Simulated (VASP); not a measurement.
# Si8O14F (a cell with a defect) in VASP: a series of runs

Runs on Si8O14F (a cell with a defect). Level: PBE. Tasks: single point.

All numbers are computed with VASP 6.6.1; they aren't measurements. Logs are shortened: lines on timing, memory, paths and dates and some standing lists are left out, and cuts for length are marked.

**1. The cell of the first run**

The cell holds a defect, 23 atoms: a = 5.911 Å, b = 5.911 Å, c = 5.334 Å, α = 90.00°, β = 90.00°, γ = 90.00°.

**2. Single point, PBE**

INCAR reads:

```
PREC = Accurate
ENCUT = 520
EDIFF = 1E-6
ISMEAR = 0
SIGMA = 0.05
LREAL = Auto
LASPH = True
NELM = 60
ALGO = Normal
ISIF = 2
LWAVE = False
LCHARG = False
GGA = PE
NBANDS = 78
NELECT = 122.0
```

KPOINTS reads:

```
regular mesh
0
Gamma
  2 2 2
```

POSCAR reads:

```
Si8O14F
1.0
   -4.1797000000     -4.1797000000      0.0000000000
    4.1797000000     -4.1797000000      0.0000000000
    0.0000000000      0.0000000000      5.3338000000
Si O F
8 14 1
Direct
    0.5000096897      0.4993163385     -0.0051882335
   -0.0009601168      0.4991638156      0.2493792418
    0.5004300548      0.4992598751      0.4979076831
    0.0031824054      0.4991933632      0.7505999475
    0.0324293610     -0.0008220686      0.0002714762
    0.5228269972     -0.0006603345      0.2787350482
   -0.0071107974     -0.0008144125      0.5021939330
    0.4321405843     -0.0005029069      0.7448938843
    0.1963093045      0.4992365481      0.0039178447
   -0.0043810561      0.1913521305      0.2469166448
    0.8052826758      0.4991219466     -0.0041863212
   -0.0045121659      0.8069941623      0.2469496419
    0.1949990430      0.4991565184      0.4954983314
    0.0040862981      0.1924833122      0.7536182459
    0.8061693423      0.4990638084      0.5020754434
    0.0039342537      0.8058817618      0.7536090592
    0.5081894634      0.6987478766      0.2467752822
    0.5081278561      0.2995724574      0.2466252953
    0.6947131373     -0.0006898820      0.5231967828
    0.4895055865      0.6960345240      0.7454700214
    0.2964922124     -0.0008688423      0.4693520567
    0.4895034333      0.3022859296      0.7455931981
    0.6211750843     -0.0012870541     -0.0112139563
```

Potentials or basis: VASP PAW PBE potentials, release 64 (Si, O, F).

Launch:

```console
> cat potpaw_PBE.64/Si/POTCAR potpaw_PBE.64/O/POTCAR potpaw_PBE.64/F/POTCAR > POTCAR
> mpirun -np 1 vasp_std > vasp.out
```

OUTCAR:

```text
PREC = Accurate
   ENCUT = 520
   EDIFF = 1E-6
   ISMEAR = 0
   LREAL = Auto
   LASPH = True
   NELM = 60
   ISIF = 2
   GGA = PE
   NELECT = 122.0

 ion  position               nearest neighbor table
   1  0.500  0.499  0.995-  20 1.77  22 1.77  17 1.79  18 1.79   9 1.80  11 1.80   3 2.65   3 2.68

   2  0.999  0.499  0.249-  13 1.75   9 1.75  15 1.77  11 1.77  10 1.82  12 1.82   4 2.66   4 2.67

   3  0.500  0.499  0.498-  20 1.76  22 1.76  17 1.79  18 1.79  13 1.81  15 1.81   1 2.65   1 2.68

   4  0.003  0.499  0.751-  11 1.75  15 1.76   9 1.77  13 1.77  16 1.81  14 1.81   2 2.66   2 2.67

   5  0.032  0.999  0.000-  14 1.75  16 1.75  10 1.75  12 1.75  23 2.43   7 2.67   7 2.69   8 2.73

   6  0.523  0.999  0.279-  23 1.65  19 1.65  21 1.68  18 1.79  17 1.79   8 2.54   8 2.90   7 3.02

   7  0.993  0.999  0.502-  16 1.76  14 1.76  19 1.77  12 1.77  10 1.77  21 1.80   5 2.67   5 2.69
                             8 2.90   6 3.02
   8  0.432  0.999  0.745-  21 1.67  23 1.71  22 1.82  20 1.83  19 1.95   6 2.54   5 2.73   6 2.90
                             7 2.90
   9  0.196  0.499  0.004-   2 1.75   4 1.77   1 1.80
  10  0.996  0.191  0.247-   5 1.75   7 1.77   2 1.82
  11  0.805  0.499  0.996-   4 1.75   2 1.77   1 1.80
  12  0.995  0.807  0.247-   5 1.75   7 1.77   2 1.82
  13  0.195  0.499  0.495-   2 1.75   4 1.77   3 1.81
  14  0.004  0.192  0.754-   5 1.75   7 1.76   4 1.81
  15  0.806  0.499  0.502-   4 1.76   2 1.77   3 1.81
  16  0.004  0.806  0.754-   5 1.75   7 1.76   4 1.81
  17  0.508  0.699  0.247-   3 1.79   6 1.79   1 1.79
  18  0.508  0.300  0.247-   6 1.79   3 1.79   1 1.79
  19  0.695  0.999  0.523-   6 1.65   7 1.77   8 1.95
  20  0.490  0.696  0.745-   3 1.76   1 1.77   8 1.83
  21  0.296  0.999  0.469-   8 1.67   6 1.68   7 1.80
  22  0.490  0.302  0.746-   3 1.76   1 1.77   8 1.82
  23  0.621  0.999  0.989-   6 1.65   8 1.71   5 2.43

  LATTYP: Found a simple tetragonal cell.
 ALAT       =     5.9109884267
 C/A-ratio  =     0.9023533147

  Lattice vectors:

 A1 = (  -4.1797000000,  -4.1797000000,   0.0000000000)
 A2 = (   4.1797000000,  -4.1797000000,   0.0000000000)
 A3 = (   0.0000000000,   0.0000000000,   5.3338000000)

Analysis of symmetry for initial positions (statically):
=====================================================================
 Subroutine PRICEL returns:
 Original cell was already a primitive cell.

 Routine SETGRP: Setting up the symmetry group for a
 simple tetragonal supercell.

 Subroutine GETGRP returns: Found  1 space group operations
 (whereof  1 operations were pure point group operations)
 out of a pool of 16 trial point group operations.

The static configuration has the point symmetry C_1 .

Analysis of symmetry for dynamics (positions and initial velocities):
=====================================================================
 Subroutine PRICEL returns:
 Original cell was already a primitive cell.

 Routine SETGRP: Setting up the symmetry group for a
 simple tetragonal supercell.

 Subroutine GETGRP returns: Found  1 space group operations
 (whereof  1 operations were pure point group operations)
 out of a pool of 16 trial point group operations.

The dynamic configuration has the point symmetry C_1 .

 Subroutine INISYM returns: Found  1 space group operations
 (whereof  1 operations are pure point group operations),
 and found     1 'primitive' translations

----------------------------------------------------------------------------------------

                                     Primitive cell

  volume of cell :     186.3618

  direct lattice vectors                    reciprocal lattice vectors
    -4.179700000 -4.179700000  0.000000000    -0.119625810 -0.119625810  0.000000000
     4.179700000 -4.179700000  0.000000000     0.119625810 -0.119625810  0.000000000
     0.000000000  0.000000000  5.333800000     0.000000000  0.000000000  0.187483595

  length of vectors
     5.910988427  5.910988427  5.333800000     0.169176444  0.169176444  0.187483595

  position of ions in fractional coordinates (direct lattice)
     0.500009690  0.499316339  0.994811766
     0.999039883  0.499163816  0.249379242
     0.500430055  0.499259875  0.497907683
     0.003182405  0.499193363  0.750599947
     0.032429361  0.999177931  0.000271476
     0.522826997  0.999339666  0.278735048
[... 15 lines left out ...]
     0.489503433  0.302285930  0.745593198
     0.621175084  0.998712946  0.988786044

  ion indices of the primitive-cell ions
   primitive index   ion index
                 1           1
                 2           2
                 3           3
                 4           4
                 5           5
                 6           6
[... 15 lines left out ...]
                22          22
                23          23

----------------------------------------------------------------------------------------

 KPOINTS: regular mesh

Automatic generation of k-mesh.
 Grid dimensions read from file:
 generate k-points for:    2    2    2

 Generating k-lattice:

  Cartesian coordinates                     Fractional coordinates (reciprocal lattice)
    -0.059812905 -0.059812905  0.000000000     0.500000000  0.000000000  0.000000000
     0.059812905 -0.059812905  0.000000000     0.000000000  0.500000000  0.000000000
     0.000000000  0.000000000  0.093741798     0.000000000  0.000000000  0.500000000

  Length of vectors
     0.084588222  0.084588222  0.093741798

  Shift w.r.t. Gamma in fractional coordinates (k-lattice)
     0.000000000  0.000000000  0.000000000

 Subroutine IBZKPT returns following result:
 ===========================================

 Found      8 irreducible k-points:

 Following reciprocal coordinates:
            Coordinates               Weight
  0.000000  0.000000  0.000000      1.000000
  0.500000  0.000000  0.000000      1.000000
  0.000000  0.500000  0.000000      1.000000
  0.500000  0.500000  0.000000      1.000000
  0.000000  0.000000  0.500000      1.000000
  0.500000  0.000000  0.500000      1.000000
  0.000000  0.500000  0.500000      1.000000
  0.500000  0.500000  0.500000      1.000000
   k-points           NKPTS =      8   k-points in BZ     NKDIM =      8   number of bands    NBANDS=     78
   number of dos      NEDOS =    301   number of ions     NIONS =     23
   total plane-waves  NPLWV =  92160
   dimension x,y,z NGX =    48 NGY =   48 NGZ =   40
   dimension x,y,z NGXF=    96 NGYF=   96 NGZF=   80
   ions per type =               8  14   1
   NGX,Y,Z   is equivalent  to a cutoff of  13.50, 13.50, 12.47 a.u.
   NGXF,Y,Z  is equivalent  to a cutoff of  27.00, 27.00, 24.93 a.u.
 SYSTEM =  unknown system
   PREC   = accura    normal or accurate (medium, high low for compatibility)
   ISTART =      0    job   : 0-new  1-cont  2-samecut
   ICHARG =      2    charge: 1-file 2-atom 10-const
   ISPIN  =      1    spin polarized calculation?
   LNONCOLLINEAR =      F non collinear calculations
   LSORBIT =      F    spin-orbit coupling
   LASPH  =      T    aspherical Exc in radial PAW
   ENCUT  =  520.0 eV  38.22 Ry    6.18 a.u.  10.99 10.99  9.92*2*pi/ulx,y,z
   NELM   =     60;   NELMIN=  2; NELMDL= -5     # of ELM steps
   EDIFF  = 0.1E-05   stopping-criterion for ELM
   LREAL  =      T    real-space projection
   EDIFFG = 0.1E-04   stopping-criterion for IOM
   NSW    =      0    number of steps for IOM
   IBRION =     -1    ionic relax: 0-MD 1-quasi-New 2-CG
   NFREE  =      0    steps in history (QN), initial steepest desc. (CG)
   ISIF   =      2    stress and relaxation
   ISYM   =      2    0-nonsym 1-usesym 2-fastsym
   POTIM  = 0.5000    time-step for ionic-motion
   TEBEG  =    0.0;   TEEND  =   0.0 temperature during run
   PSTRESS=    0.0 pullay stress
   NELECT =     122.0000    total number of electrons
   NUPDOWN=      -1.0000    fix difference up-down
   EMIN   =  10.00;   EMAX   =-10.00  energy-range for DOS
   EFERMI =   0.00;   METHOD = LEGACY
   ISMEAR =     0;   SIGMA  =   0.05  broadening in eV -4-tet -1-fermi 0-gaus
   EFERMI_NEDOS =   21; number of points for ismear=-14 and -15
   IALGO  =     38    algorithm
   IMIX   =      4    mixing-type and parameters
     AMIX     =   0.40;   BMIX     =  1.00
     AMIX_MAG =   1.60;   BMIX_MAG =  1.00
  volume/ion in A,a.u.               =       8.10        54.68
  Fermi-wavevector in a.u.,A,eV,Ry     =   1.421486  2.686218 27.492221  2.020621
  Thomas-Fermi vector in A             =   2.542290
   LORBIT       =      0    0 simple, 1 ext, 2 COOP (PROOUT), +10 PAW based schemes
   GGA     = PE    functional components
   LHFCALC =     F    Hartree Fock is set to
   AEXX    =    0.0000 exact exchange contribution
   IVDW    =     0    specifies the selected vdW correction
   LEPSILON=     F    determine dielectric tensor
   LRPA    =     F    only Hartree local field effects (RPA)
 non-spin polarized calculation
 Gauss-broadening in eV      SIGMA  =   0.05
  energy-cutoff  :      520.00
  volume of cell :      186.36
 maximum number of plane-waves:      5032
 NGX is ok and might be reduce to    48
   NGX = 21   NGY = 21   NGZ = 19

 number of electron     121.9999999 magnetization

 Free energy of the ion-electron system (eV)
  ---------------------------------------------------
  ext. energy  EPLUGINS =         0.00000000
  ---------------------------------------------------
  free energy    TOTEN  =      -178.14567238 eV

  energy without entropy =     -178.14567238  energy(sigma->0) =     -178.14567238

 E-fermi :   9.5368     XC(G=0): -12.0157

 val. band max:        9.3143122312   @ k =   0.5000   0.5000   0.5000
 cond. band min:      12.3040247724   @ k =   0.0000   0.0000   0.5000
 fundamental gap:      2.9897125412
 Fermi energy:         9.5368404184

 k-point     1 :       0.0000    0.0000    0.0000
  band No.  band energies     occupation
      1     -19.2714      2.00000
      2     -14.3268      2.00000
      3     -12.9105      2.00000
      4     -12.7537      2.00000
      5     -11.9273      2.00000
      6     -11.5367      2.00000
[... 65 lines left out ...]
     72      16.5907      0.00000
     73      17.3426      0.00000
[... 530 lines left out ...]
     72      17.1437      0.00000
     73      18.0446      0.00000
 [bands above 73 left out]

------------------------ aborting loop because EDIFF is reached ----------------------------------------

  FORCE on cell =-STRESS in cart. coord.  units (eV):
  Direction    XX          YY          ZZ          XY          YZ          ZX
  --------------------------------------------------------------------------------------
  -------------------------------------------------------------------------------------
  Total       -2.1000912     -2.1011963      7.2352430      4.4384746     -4.9646843     -4.9822145
  in kB      -18.0547632    -18.0642641     62.2023452     38.1581561    -42.6820505    -42.8327598
  external PRESSURE =       8.6944393 kB  Pullay stress =       0.0000000 kB

 VOLUME and BASIS-vectors are now :
 -----------------------------------------------------------------------------
  energy-cutoff  :      520.00
  volume of cell :      186.36
      direct lattice vectors                 reciprocal lattice vectors
    -4.179700000 -4.179700000  0.000000000    -0.119625810 -0.119625810  0.000000000
     4.179700000 -4.179700000  0.000000000     0.119625810 -0.119625810  0.000000000
     0.000000000  0.000000000  5.333800000     0.000000000  0.000000000  0.187483595

 POSITION                                       TOTAL-FORCE (eV/Angst)
 -----------------------------------------------------------------------------------
     -0.00290     -4.17688      5.30613         0.023691      0.030342     -0.011207
     -2.08933     -6.26204      1.33014         0.127097      0.126825     -0.112808
     -0.00489     -4.17840      2.65574         0.013655      0.019650      0.062930
      2.07318     -2.09978      4.00355         0.135422      0.135759     -0.033559
      4.04072     -4.31181      0.00145        -3.092811     -3.088278     -0.681832
      1.99168     -6.36220      1.48672         1.396329      1.412740      0.002339
[... 15 lines left out ...]
     -0.78251     -3.30944      3.97685        -0.033964      0.041245      0.169644
      1.57800     -6.77065      5.27399        -2.840138     -2.865934      0.404735
 -----------------------------------------------------------------------------------
    total drift:                                0.001199     -0.002600     -0.004627

  FREE ENERGIE OF THE ION-ELECTRON SYSTEM (eV)
  ---------------------------------------------------
  free  energy   TOTEN  =      -178.1456723837 eV

  energy  without entropy=     -178.1456723837  energy(sigma->0) =     -178.14567238
```

Wall time 2.2 min (1 thread of AMD EPYC 9R14 (Zen 4), shared host); peak memory 0.29 GiB.

What came out:

```
Free energy   : -178.1457 eV
Largest force : 4.424 eV/Å
```

Forces on the atoms (eV/Å):
```
Si   0.024  0.030 -0.011
Si   0.127  0.127 -0.113
Si   0.014  0.020  0.063
Si   0.135  0.136 -0.034
Si  -3.093 -3.088 -0.682
Si   1.396  1.413  0.002
Si   0.447  0.451 -0.150
Si   0.466  0.497  1.731
O    0.080  0.080 -0.045
O    0.357  0.651 -0.455
O    0.101  0.099  0.009
O    0.651  0.354 -0.455
O    0.078  0.077 -0.081
O    0.579  0.411 -0.198
O    0.088  0.086 -0.118
O    0.406  0.573 -0.199
O    0.180  0.103 -0.064
O    0.106  0.173 -0.061
O    0.252  0.256 -0.774
O    0.054 -0.043  0.172
O    0.423  0.419  0.888
O   -0.034  0.041  0.170
F   -2.840 -2.866  0.405
```

Caveat: the k points lie up to 0.59 Å⁻¹ apart; the cell carries a net charge on a neutralising background, which shifts energy and pressure; the cell is charged against a uniform background, so pressure and absolute levels hang on convention.

(Continued in part 2 of 2.)
